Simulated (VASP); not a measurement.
# Ni (Im-3m) in VASP: a series of runs

The runs below take Ni through single point, with PBE.

Program: VASP 6.6.1. These are calculated values, not measurements. Logs are shortened: lines on timing, memory, paths and dates and some standing lists are left out, and cuts for length are marked.

### 1 The cell of the first run

Symmetry: Im-3m, No. 229, cubic system. Conventional cell: a = 2.801 Å, b = 2.801 Å, c = 2.801 Å, α = 90.00°, β = 90.00°, γ = 90.00°. Within 3.2 Å of Ni (site symmetry m-3m) lie 14 Ni at 2.43 to 2.80 Å.

This isn't the form of Ni at room conditions, which is fcc.

### 2 Single point, PBE

The input, INCAR:

```
ALGO = Normal
EDIFF = 1E-6
ENCUT = 600
GGA = PE
GGA_COMPAT = F
ISIF = 2
ISMEAR = 0
LASPH = T
LCHARG = T
LELF = T
LREAL = F
LVHAR = T
LWAVE = F
NBANDS = 11
NELM = 120
PREC = Accurate
SIGMA = 0.05
```

The input, KPOINTS:

```
k-points
0
Gamma
  20 20 20
```

The input, POSCAR:

```
Ni
1.0
   -1.4005384135      1.4005384135      1.4005384135
    1.4005384135     -1.4005384135      1.4005384135
    1.4005384135      1.4005384135     -1.4005384135
Ni
1
Direct
    0.0000000000      0.0000000000      0.0000000000
```

Potentials or basis: VASP PAW PBE potentials, release 64 (Ni).

Started as:

```sh
cat potpaw_PBE.64/Ni/POTCAR > POTCAR
mpirun -np 1 vasp_std > vasp.out
```

OUTCAR:

```text
EDIFF = 1E-6
   ENCUT = 600
   GGA = PE
   ISIF = 2
   ISMEAR = 0
   LASPH = T
   LREAL = F
   NELM = 120
   PREC = Accurate

 ion  position               nearest neighbor table
   1  0.000  0.000  0.000-

  LATTYP: Found a body centered cubic cell.
 ALAT       =     2.8010768270

  Lattice vectors:

 A1 = (  -1.4005384135,   1.4005384135,   1.4005384135)
 A2 = (   1.4005384135,  -1.4005384135,   1.4005384135)
 A3 = (   1.4005384135,   1.4005384135,  -1.4005384135)

Analysis of symmetry for initial positions (statically):
=====================================================================
 Subroutine PRICEL returns:
 Original cell was already a primitive cell.

 Routine SETGRP: Setting up the symmetry group for a
 body centered cubic supercell.

 Subroutine GETGRP returns: Found 48 space group operations
 (whereof 48 operations were pure point group operations)
 out of a pool of 48 trial point group operations.

The static configuration has the point symmetry O_h .

Analysis of symmetry for dynamics (positions and initial velocities):
=====================================================================
 Subroutine PRICEL returns:
 Original cell was already a primitive cell.

 Routine SETGRP: Setting up the symmetry group for a
 body centered cubic supercell.

 Subroutine GETGRP returns: Found 48 space group operations
 (whereof 48 operations were pure point group operations)
 out of a pool of 48 trial point group operations.

The dynamic configuration has the point symmetry O_h .

 Subroutine INISYM returns: Found 48 space group operations
 (whereof 48 operations are pure point group operations),
 and found     1 'primitive' translations

----------------------------------------------------------------------------------------

                                     Primitive cell

  volume of cell :      10.9887

  direct lattice vectors                    reciprocal lattice vectors
    -1.400538414  1.400538414  1.400538414     0.000000000  0.357005560  0.357005560
     1.400538414 -1.400538414  1.400538414     0.357005560  0.000000000  0.357005560
     1.400538414  1.400538414 -1.400538414     0.357005560  0.357005560  0.000000000

  length of vectors
     2.425803690  2.425803690  2.425803690     0.504882104  0.504882104  0.504882104

  position of ions in fractional coordinates (direct lattice)
     0.000000000  0.000000000  0.000000000

  ion indices of the primitive-cell ions
   primitive index   ion index
                 1           1

----------------------------------------------------------------------------------------

 KPOINTS: k-points

Automatic generation of k-mesh.
 Grid dimensions read from file:
 generate k-points for:   20   20   20

 Generating k-lattice:

  Cartesian coordinates                     Fractional coordinates (reciprocal lattice)
     0.000000000  0.017850278  0.017850278     0.050000000  0.000000000  0.000000000
     0.017850278  0.000000000  0.017850278     0.000000000  0.050000000  0.000000000
     0.017850278  0.017850278  0.000000000     0.000000000  0.000000000  0.050000000

  Length of vectors
     0.025244105  0.025244105  0.025244105

  Shift w.r.t. Gamma in fractional coordinates (k-lattice)
     0.000000000  0.000000000  0.000000000

 Subroutine IBZKPT returns following result:
 ===========================================

 Found    256 irreducible k-points:

 Following reciprocal coordinates:
            Coordinates               Weight
  0.000000  0.000000  0.000000      1.000000
  0.050000  0.000000  0.000000     12.000000
  0.100000  0.000000  0.000000     12.000000
  0.150000  0.000000  0.000000     12.000000
  0.200000  0.000000  0.000000     12.000000
  0.250000  0.000000  0.000000     12.000000
[... 16 lines left out ...]
  0.200000  0.100000  0.000000     48.000000
  0.250000  0.100000  0.000000     48.000000
 [... further k-points ...]
   k-points           NKPTS =    256   k-points in BZ     NKDIM =    256   number of bands    NBANDS=     11
   number of dos      NEDOS =    301   number of ions     NIONS =      1
   total plane-waves  NPLWV =   8000
   dimension x,y,z NGX =    20 NGY =   20 NGZ =   20
   dimension x,y,z NGXF=    40 NGYF=   40 NGZF=   40
   ions per type =               1
   NGX,Y,Z   is equivalent  to a cutoff of  13.71, 13.71, 13.71 a.u.
   NGXF,Y,Z  is equivalent  to a cutoff of  27.41, 27.41, 27.41 a.u.
 SYSTEM =  unknown system
   PREC   = accura    normal or accurate (medium, high low for compatibility)
   ISTART =      0    job   : 0-new  1-cont  2-samecut
   ICHARG =      2    charge: 1-file 2-atom 10-const
   ISPIN  =      1    spin polarized calculation?
   LNONCOLLINEAR =      F non collinear calculations
   LSORBIT =      F    spin-orbit coupling
   LASPH  =      T    aspherical Exc in radial PAW
   ENCUT  =  600.0 eV  44.10 Ry    6.64 a.u.   4.84  4.84  4.84*2*pi/ulx,y,z
   NELM   =    120;   NELMIN=  2; NELMDL= -5     # of ELM steps
   EDIFF  = 0.1E-05   stopping-criterion for ELM
   LREAL  =      F    real-space projection
[... 7 lines left out ...]
   TEBEG  =    0.0;   TEEND  =   0.0 temperature during run
   PSTRESS=    0.0 pullay stress
   NELECT =      10.0000    total number of electrons
   NUPDOWN=      -1.0000    fix difference up-down
   EMIN   =  10.00;   EMAX   =-10.00  energy-range for DOS
   EFERMI =   0.00;   METHOD = LEGACY
   ISMEAR =     0;   SIGMA  =   0.05  broadening in eV -4-tet -1-fermi 0-gaus
   EFERMI_NEDOS =   21; number of points for ismear=-14 and -15
   IALGO  =     38    algorithm
   IMIX   =      4    mixing-type and parameters
     AMIX     =   0.40;   BMIX     =  1.00
     AMIX_MAG =   1.60;   BMIX_MAG =  1.00
  volume/ion in A,a.u.               =      10.99        74.16
  Fermi-wavevector in a.u.,A,eV,Ry     =   1.586450  2.997956 34.243478  2.516825
  Thomas-Fermi vector in A             =   2.685760
   LORBIT       =      0    0 simple, 1 ext, 2 COOP (PROOUT), +10 PAW based schemes
   GGA     = PE    functional components
   LHFCALC =     F    Hartree Fock is set to
   AEXX    =    0.0000 exact exchange contribution
   IVDW    =     0    specifies the selected vdW correction
   LEPSILON=     F    determine dielectric tensor
   LRPA    =     F    only Hartree local field effects (RPA)
 non-spin polarized calculation
 Gauss-broadening in eV      SIGMA  =   0.05
  energy-cutoff  :      600.00
  volume of cell :       10.99
 maximum number of plane-waves:       378
   NGX =  9   NGY =  9   NGZ =  9

 number of electron      10.0000000 magnetization

 number of electron       9.9999993 magnetization

 Free energy of the ion-electron system (eV)
  ---------------------------------------------------
  ext. energy  EPLUGINS =         0.00000000
  ---------------------------------------------------
  free energy    TOTEN  =        -5.36154155 eV

  energy without entropy =       -5.35944860  energy(sigma->0) =       -5.36049508

 E-fermi :   9.0112     XC(G=0): -13.1924

 val. band max:        9.0076325744   @ k =  -0.4000  -0.4500   0.1500
 cond. band min:       9.0176404028   @ k =  -0.2000   0.3500   0.0500
 fundamental gap:      0.0100078283
 Fermi energy:         9.0111712793

 k-point     1 :       0.0000    0.0000    0.0000
  band No.  band energies     occupation
      1       0.2836      2.00000
      2       7.1686      2.00000
      3       7.1686      2.00000
      4       7.1686      2.00000
      5       8.4776      2.00000
      6       8.4776      2.00000
      7      35.4141      0.00000
      8      35.4141      0.00000
      9      35.4141      0.00000
     10      40.2591      0.00000
     11      40.2591      0.00000

 k-point     2 :       0.0500    0.0000    0.0000
  band No.  band energies     occupation
      1       0.3866      2.00000
      2       7.1446      2.00000
      3       7.1668      2.00000
      4       7.2156      2.00000
      5       8.4531      2.00000
      6       8.4795      2.00000
      7      34.5317      0.00000
      8      35.2217      0.00000
      9      35.2700      0.00000
     10      39.3154      0.00000
     11      39.6214      0.00000

 k-point     3 :       0.1000    0.0000    0.0000
  band No.  band energies     occupation
      1       0.6922      2.00000
      2       7.0752      2.00000
      3       7.1566      2.00000
      4       7.3539      2.00000
      5       8.3906      2.00000
      6       8.4854      2.00000
      7      32.4717      0.00000
      8      34.5356      0.00000
      9      34.9122      0.00000
     10      37.8048      0.00000
     11      38.4168      0.00000

 k-point     4 :       0.1500    0.0000    0.0000
  band No.  band energies     occupation
      1       1.1888      2.00000
      2       6.9685      2.00000
      3       7.1270      2.00000
      4       7.5747      2.00000
      5       8.3199      2.00000
      6       8.4962      2.00000
      7      29.9623      0.00000
      8      33.4281      0.00000
      9      34.4729      0.00000
     10      36.0397      0.00000
     11      37.5847      0.00000

 k-point     5 :       0.2000    0.0000    0.0000
  band No.  band energies     occupation
      1       1.8530      2.00000
      2       6.8359      2.00000
      3       7.0757      2.00000
      4       7.8632      2.00000
      5       8.2754      2.00000
      6       8.5125      2.00000
      7      27.3397      0.00000
      8      32.2011      0.00000
      9      34.0423      0.00000
     10      34.3997      0.00000
     11      37.0177      0.00000
[... 211 lines left out ...]
 k-point    21 :       0.1000    0.1000    0.0000
  band No.  band energies     occupation
      1       1.4803      2.00000
      2       6.9606      2.00000
      3       7.0243      2.00000
      4       7.7370      2.00000
      5       8.2635      2.00000
      6       8.5262      2.00000
      7      29.7109      0.00000
      8      30.7878      0.00000
      9      34.3998      0.00000
     10      35.5313      0.00000
     11      38.4039      0.00000

 k-point    22 :       0.1500    0.1000    0.0000
  band No.  band energies     occupation
      1       2.1324      2.00000
      2       6.8430      2.00000
      3       6.9427      2.00000
      4       8.0447      2.00000
      5       8.2139      2.00000
      6       8.5609      2.00000
      7      27.4678      0.00000
      8      29.3209      0.00000
      9      32.9887      0.00000
     10      35.4046      0.00000
     11      38.6450      0.00000

 k-point    23 :       0.2000    0.1000    0.0000
  band No.  band energies     occupation
      1       2.9034      2.00000
      2       6.7004      2.00000
      3       6.8790      2.00000
      4       8.2068      2.00000
      5       8.4037      2.00000
      6       8.6064      2.00000
      7      24.9420      0.00000
      8      28.2512      0.00000
      9      31.7333      0.00000
     10      35.1272      0.00000
     11      39.0035      0.00000

 k-point    24 :       0.2500    0.1000    0.0000
  band No.  band energies     occupation
      1       3.7021      2.00000
      2       6.5594      2.00000
      3       6.8925      2.00000
      4       8.2462      2.00000
      5       8.6072      2.00000
      6       8.8526      1.99999
      7      22.4647      0.00000
      8      27.3607      0.00000
      9      30.6429      0.00000
     10      34.8404      0.00000
     11      38.9693      0.00000

 [... further k-points ...]
[... 5 lines left out ...]
  --------------------------------------------------------------------------------------
  -------------------------------------------------------------------------------------
  Total       -0.1415468     -0.1415468     -0.1415468     -0.0000000      0.0000000      0.0000000
  in kB      -20.6379073    -20.6379073    -20.6379073     -0.0000000      0.0000000      0.0000000
  external PRESSURE =     -20.6379073 kB  Pullay stress =       0.0000000 kB

 VOLUME and BASIS-vectors are now :
 -----------------------------------------------------------------------------
  energy-cutoff  :      600.00
  volume of cell :       10.99
      direct lattice vectors                 reciprocal lattice vectors
    -1.400538414  1.400538414  1.400538414     0.000000000  0.357005560  0.357005560
     1.400538414 -1.400538414  1.400538414     0.357005560  0.000000000  0.357005560
     1.400538414  1.400538414 -1.400538414     0.357005560  0.357005560  0.000000000

 POSITION                                       TOTAL-FORCE (eV/Angst)
 -----------------------------------------------------------------------------------
      0.00000      0.00000      0.00000         0.000000     -0.000000      0.000000
 -----------------------------------------------------------------------------------
    total drift:                                0.000000     -0.000000      0.000000

  FREE ENERGIE OF THE ION-ELECTRON SYSTEM (eV)
  ---------------------------------------------------
  free  energy   TOTEN  =        -5.3615415549 eV

  energy  without entropy=       -5.3594486021  energy(sigma->0) =       -5.36049508
```

Wall time 45 s (1 thread of Intel Xeon 8259CL, shared host); peak memory 0.15 GiB.

Results:

| Quantity | Value |
| --- | --- |
| Free energy | -5.3615 eV |
| Pressure | -2.1 GPa |
| Band gap on the k mesh | zero (bands 5 and 6 overlap by 0.99 eV) |

Caveat: the run has no spin polarisation, though such a crystal can be magnetic. Spin polarisation is off, so any magnetic state and its effect on volume and gap are missing.

### 3 Single point, PBE, collinear spin, ferromagnetic start (11.01 Å³/atom)

This run uses another cell than the first one, of 11.01 Å³/atom.

The input, INCAR:

```
PREC = Accurate
ENCUT = 600
EDIFF = 1E-6
ISMEAR = 0
SIGMA = 0.05
LREAL = False
LASPH = True
NELM = 200
ALGO = Normal
ISIF = 2
LWAVE = False
LCHARG = False
ISPIN = 2
MAGMOM = 0.67
LORBIT = 11
LMAXMIX = 4
GGA = PE
NBANDS = 15
GGA_COMPAT = False
```

The input, KPOINTS:

```
regular mesh
0
Gamma
  20 20 20
```

The input, POSCAR:

```
Ni
1.0
   -1.4016550440      1.4016550440      1.4016550440
    1.4016550440     -1.4016550440      1.4016550440
    1.4016550440      1.4016550440     -1.4016550440
Ni
1
Direct
    0.0000000000      0.0000000000      0.0000000000
```

Potentials or basis: VASP PAW PBE potentials, release 64 (Ni).

Started as:

```sh
cat potpaw_PBE.64/Ni/POTCAR > POTCAR
mpirun -np 1 vasp_std > vasp.out
```

Run time: 2.4 min. Hardware: 1 thread of Intel Xeon 8259CL, shared host; peak memory 0.19 GiB.

It converged, with:

```
Free energy                                           : -5.3773 eV
Pressure                                              : -0.7 GPa
Net moment                                            : 0.58 μB per cell
Site moments                                          : Ni +0.59 μB
Valence electrons inside the program's atomic spheres : Ni 9.29
```

Levels at points of the mesh, in eV from the Fermi level:
Spin up:
```
           k point  band 2  band 3  band 4  band 5  band 6  band 7  band 8  band 9
(0.00, 0.00, 0.00)   -2.28   -2.28   -2.28   -0.87   -0.87   26.33   26.33   26.33
(0.50, 0.00, 0.00)   -3.17   -0.95   -0.72   -0.09    0.30    6.38   19.00   19.86
(0.50, 0.50, 0.50)   -4.10   -0.30   -0.30   -0.30    9.71    9.71    9.71   15.56
```
Spin down:
```tsv
k point	band 1	band 2	band 3	band 4	band 5	band 6	band 7	band 8	band 9	band 10
(0.00, 0.00, 0.00)	-8.81	-1.57	-1.57	-1.57	-0.38	-0.38	26.23	26.23	26.23	31.07
(0.50, 0.00, 0.00)	-4.17	-2.52	-0.39	-0.22	0.26	0.73	6.75	18.94	19.97	23.74
(0.50, 0.50, 0.50)	-3.78	-3.78	0.50	0.50	0.50	9.74	9.74	9.74	15.65	15.65
```

(Continued in part 2 of 2.)
